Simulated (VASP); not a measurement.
# Al (I4/mmm) in VASP: a series of runs, part 2 of 2

VASP 6.6.1. Earlier steps stand in the parts before.

## (5) Single point, LDA (volume 16.650 Å^3 an atom, c/a of the conventional cell 1.5658)

File INCAR:

```
ALGO     = Fast           # electronic algorithm
EDIFF    = 1E-7           # SCF threshold, eV
ENCUT    = 520            # plane-wave cutoff, eV
GGA      = CA             # functional
ISIF     = 2              # what is computed and relaxed
ISMEAR   = 0              # smearing method
LASPH    = True           # aspherical terms in the spheres
LCHARG   = True           # write CHGCAR
LELF     = True           # ELF
LREAL    = False          # projectors in reciprocal space
LVHAR    = True         
LWAVE    = False          # write WAVECAR
NBANDS   = 8              # bands
NELM     = 60             # most SCF steps
PREC     = Accurate       # precision mode
SIGMA    = 0.15           # smearing width, eV
```

File KPOINTS:

```
k-points
0
Gamma
  22 22 22
```

File POSCAR:

```
Al
1.0
   -1.3852855984      1.3852855984      2.1690801900
    1.3852855984     -1.3852855984      2.1690801900
    1.3852855984      1.3852855984     -2.1690801900
Al
1
Direct
    0.0000000000      0.0000000000      0.0000000000
```

Started as:

```sh
$ cat potpaw_LDA.64/Al/POTCAR > POTCAR
$ mpirun -np 1 vasp_std > vasp.out
```

It took 36 s on 1 thread of Intel Xeon 6975P-C (Granite Rapids), shared host; peak memory 0.2 GiB.

The run converged. Its results:

```
Free energy : -4.1665 eV
Pressure    : -3.1 GPa
```

Stress tensor (GPa, compression positive):
```
-1.51  0.00  0.00
 0.00 -1.51  0.00
 0.00  0.00 -6.36
```

Levels at points of the mesh, in eV from the Fermi level:
```
           k point  band 1  band 2  band 3  band 4  band 5  band 6
(0.00, 0.00, 0.00)  -11.04   11.88   13.04   13.04   13.76   13.76
(0.50, 0.00, 0.00)   -4.49   -4.34    9.56   10.04   12.45   12.57
(0.50, 0.50, 0.00)   -2.37   -0.90    4.60    5.04    5.36    8.26
(0.50, 0.50, 0.50)   -3.73   -2.97    6.09    6.77    6.77   10.17
```

## (6) Single point, LDA (volume 16.650 Å^3 an atom, c/a of the conventional cell 0.8612)

File INCAR:

```
PREC = Accurate ; ENCUT = 520
EDIFF = 1E-7 ; ISMEAR = 0
SIGMA = 0.15 ; LREAL = F
LASPH = T ; NELM = 60
ALGO = Fast ; ISIF = 2
LWAVE = F ; LCHARG = T
GGA = CA ; LELF = T
LVHAR = T ; NBANDS = 8
```

File KPOINTS:

```
regular mesh
0
Gamma
  22 22 22
```

File POSCAR:

```
Al
1.0
   -1.6907656206      1.6907656206      1.4560873524
    1.6907656206     -1.6907656206      1.4560873524
    1.6907656206      1.6907656206     -1.4560873524
Al
1
Direct
    0.0000000000      0.0000000000      0.0000000000
```

Potentials or basis: VASP PAW LDA potentials, release 64 (Al).

Started as:

```sh
$ cat potpaw_LDA.64/Al/POTCAR > POTCAR
$ mpirun -np 1 vasp_std > vasp.out
```

OUTCAR:

```text
PREC = Accurate
   ENCUT = 520
   EDIFF = 1E-7
   ISMEAR = 0
   LREAL = F
   LASPH = T
   NELM = 60
   ISIF = 2
   GGA = CA

 ion  position               nearest neighbor table
   1  0.000  0.000  0.000-

  LATTYP: Found a body centered tetragonal cell.
 ALAT       =     3.3815312412
 C/A-ratio  =     0.8612000000

  Lattice vectors:

 A1 = (  -1.6907656206,   1.6907656206,   1.4560873524)
 A2 = (   1.6907656206,  -1.6907656206,   1.4560873524)
 A3 = (   1.6907656206,   1.6907656206,  -1.4560873524)

Analysis of symmetry for initial positions (statically):
=====================================================================
 Subroutine PRICEL returns:
 Original cell was already a primitive cell.

 Routine SETGRP: Setting up the symmetry group for a
 body centered tetragonal supercell.

 Subroutine GETGRP returns: Found 16 space group operations
 (whereof 16 operations were pure point group operations)
 out of a pool of 16 trial point group operations.

The static configuration has the point symmetry D_4h.

Analysis of symmetry for dynamics (positions and initial velocities):
=====================================================================
 Subroutine PRICEL returns:
 Original cell was already a primitive cell.

 Routine SETGRP: Setting up the symmetry group for a
 body centered tetragonal supercell.

 Subroutine GETGRP returns: Found 16 space group operations
 (whereof 16 operations were pure point group operations)
 out of a pool of 16 trial point group operations.

The dynamic configuration has the point symmetry D_4h.

 Subroutine INISYM returns: Found 16 space group operations
 (whereof 16 operations are pure point group operations),
 and found     1 'primitive' translations

----------------------------------------------------------------------------------------

                                     Primitive cell

  volume of cell :      16.6500

[... 103 lines left out ...]
   IALGO  =     68    algorithm
   IMIX   =      4    mixing-type and parameters
     AMIX     =   0.40;   BMIX     =  1.00
     AMIX_MAG =   1.60;   BMIX_MAG =  1.00
  volume/ion in A,a.u.               =      16.65       112.36
  Fermi-wavevector in a.u.,A,eV,Ry     =   0.924650  1.747334 11.632666  0.854977
  Thomas-Fermi vector in A             =   2.050418
   LORBIT       =      0    0 simple, 1 ext, 2 COOP (PROOUT), +10 PAW based schemes
   GGA     = CA    functional components
   LHFCALC =     F    Hartree Fock is set to
   AEXX    =    0.0000 exact exchange contribution
   IVDW    =     0    specifies the selected vdW correction
   LEPSILON=     F    determine dielectric tensor
   LRPA    =     F    only Hartree local field effects (RPA)
 non-spin polarized calculation
 RMM-DIIS sequential band-by-band and
 Gauss-broadening in eV      SIGMA  =   0.15
  energy-cutoff  :      520.00
  volume of cell :       16.65
 maximum number of plane-waves:       461
 NGX is ok and might be reduce to    24
   NGX = 11   NGY = 11   NGZ = 11

 number of electron       3.0000000 magnetization

 Free energy of the ion-electron system (eV)
  ---------------------------------------------------
  ext. energy  EPLUGINS =         0.00000000
  ---------------------------------------------------
  free energy    TOTEN  =        -4.10914066 eV

  energy without entropy =       -4.10400667  energy(sigma->0) =       -4.10657367

 E-fermi :   7.6820     XC(G=0): -10.3096

 val. band max:        7.6766128164   @ k =   0.4545   0.2273   0.1364
 cond. band min:       7.6966571170   @ k =  -0.3182  -0.4091   0.0909
 fundamental gap:      0.0200443007
 Fermi energy:         7.6819528914

 k-point     1 :       0.0000    0.0000    0.0000
  band No.  band energies     occupation
      1      -3.3426      2.00000
      2      18.7038      0.00000
      3      20.6611      0.00000
      4      20.6611      0.00000
      5      21.7941      0.00000
      6      22.3802      0.00000
      7      22.3802      0.00000
      8      23.3720      0.00000
[... 243 lines left out ...]
 k-point    24 :      -0.4545    0.0455    0.0000
  band No.  band energies     occupation
      1       2.1511      2.00000
      2       6.3425      2.00000
      3      13.8597      0.00000
      4      15.5835      0.00000
      5      16.8844      0.00000
      6      19.3008      0.00000
      7      27.3552      0.00000
      8      29.6076      0.00000

 [... further k-points ...]
[... 5 lines left out ...]
  --------------------------------------------------------------------------------------
  -------------------------------------------------------------------------------------
  Total       -0.1226530     -0.1226530     -0.3315984      0.0000000      0.0000000      0.0000000
  in kB      -11.8025169    -11.8025169    -31.9086722      0.0000000      0.0000000      0.0000000
  external PRESSURE =     -18.5045687 kB  Pullay stress =       0.0000000 kB

 VOLUME and BASIS-vectors are now :
 -----------------------------------------------------------------------------
  energy-cutoff  :      520.00
  volume of cell :       16.65
      direct lattice vectors                 reciprocal lattice vectors
    -1.690765621  1.690765621  1.456087352     0.000000000  0.295724016  0.343385992
     1.690765621 -1.690765621  1.456087352     0.295724016  0.000000000  0.343385992
     1.690765621  1.690765621 -1.456087352     0.295724016  0.295724016  0.000000000

 POSITION                                       TOTAL-FORCE (eV/Angst)
 -----------------------------------------------------------------------------------
      0.00000      0.00000      0.00000         0.000000     -0.000000      0.000000
 -----------------------------------------------------------------------------------
    total drift:                                0.000000      0.000000      0.000000

  FREE ENERGIE OF THE ION-ELECTRON SYSTEM (eV)
  ---------------------------------------------------
  free  energy   TOTEN  =        -4.1091406649 eV

  energy  without entropy=       -4.1040066685  energy(sigma->0) =       -4.10657367
```

It took 31 s on 1 thread of Intel Xeon 6975P-C (Granite Rapids), shared host; peak memory 0.2 GiB.

What came out:

```yaml
Free_energy: -4.1091 eV
Pressure: -1.9 GPa
```

Stress tensor (GPa, compression positive):
```
-1.18  0.00  0.00
 0.00 -1.18  0.00
 0.00  0.00 -3.19
```

## (7) Summary

```tsv
cell	gap on the mesh (eV)	pressure (GPa)
a = 2.765 Å, angles 107.5, 107.5, 113.5°, 1 atom	none	0.0
a = 2.800 Å, angles 113.7, 113.7, 101.2°, 1 atom	none	-2.3
a = 2.845 Å, angles 118.4, 118.4, 92.7°, 1 atom	none	-3.7
a = 2.923 Å, angles 123.4, 123.4, 84.2°, 1 atom	none	-3.1
a = 2.800 Å, angles 105.7, 105.7, 117.3°, 1 atom	none	-1.9
```

Alike in all rows: task single point; level LDA; potentials or basis VASP PAW LDA potentials, release 64 (Al); no spin polarisation; k mesh 22 × 22 × 22; cutoff (eV) 520; smearing gaussian 0.15 eV.

Absolute energies hang on the potentials; compare differences alone.
